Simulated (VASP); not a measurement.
Si: relaxation of cell and atoms with PBEsol

Crystal: Si.

```
CELL_PARAMETERS angstrom
0.00000 2.72185 2.72185
2.72185 0.00000 2.72185
2.72185 2.72185 0.00000
ATOMIC_POSITIONS crystal
Si 0.25000 0.25000 0.25000
Si 0.00000 0.00000 0.00000
```

| Property | Result |
| --- | --- |
| Program | VASP 6.6.1 |
| Task | relaxation of cell and atoms |
| Functional | PBEsol |
| Potentials or basis | VASP PAW PBE potentials, release 64 (Si) |
| Cutoff | 600 eV |
| k mesh | 8 × 8 × 8 |
| Occupations | gaussian, width 0.02 eV |
| Spin | no spin polarisation |
| Dipole correction | no |
| Further INCAR settings | ALGO = Normal; EDIFF = 1e-06; IBRION = 2; EDIFFG = -0.005; NSW = 100; ISIF = 3 |

```
Relaxed volume                         : 20.08 Å³/atom
Relaxed cell                           : a = 3.844 Å, b = 3.844 Å, c = 3.844 Å, α = 60.00°, β = 60.00°, γ = 60.00°
Space group after relaxing (to 0.05 Å) : Fd-3m (No. 227)
Energy gained by relaxing              : 0.1 meV/atom
Ionic steps                            : 3
Pressure after relaxing                : 0.0 GPa
Band gap on the k mesh                 : 0.51 eV, indirect (least direct gap 2.52 eV)
```

Step by step:
| step | energy change (eV) | largest force (eV/Å) | pressure (GPa) | volume (Å³) |
| --- | --- | --- | --- | --- |
| 1 | 0.0000 | 0.0000 | -0.39 | 40.33 |
| 2 | -0.0001 | 0.0000 | 0.27 | 40.04 |
| 3 | -0.0002 | 0.0000 | 0.01 | 40.16 |

Final structure:
```
CELL_PARAMETERS angstrom
0.00000 2.71793 2.71793
2.71793 0.00000 2.71793
2.71793 2.71793 0.00000
ATOMIC_POSITIONS crystal
Si 0.25000 0.25000 0.25000
Si 0.00000 0.00000 0.00000
```

Levels at points of the mesh, in eV from the valence-band top:
```tsv
k point	band 1	band 2	band 3	band 4	band 5	band 6	band 7	band 8
(0.00, 0.00, 0.00)	-11.97	0.00	0.00	0.00	2.52	2.52	2.52	3.29
(0.50, 0.00, 0.00)	-9.63	-7.00	-1.20	-1.20	1.46	3.27	3.27	7.51
(0.50, 0.50, 0.00)	-7.82	-7.82	-2.87	-2.87	0.59	0.59	10.04	10.04
```

It used 15 s of CPU time on 1 thread of Intel Xeon 6975P-C, with other jobs on the host.

Caveat: the PAW data sets were made with another functional, which shifts forces and pressure a little. A k mesh can miss the band edges.
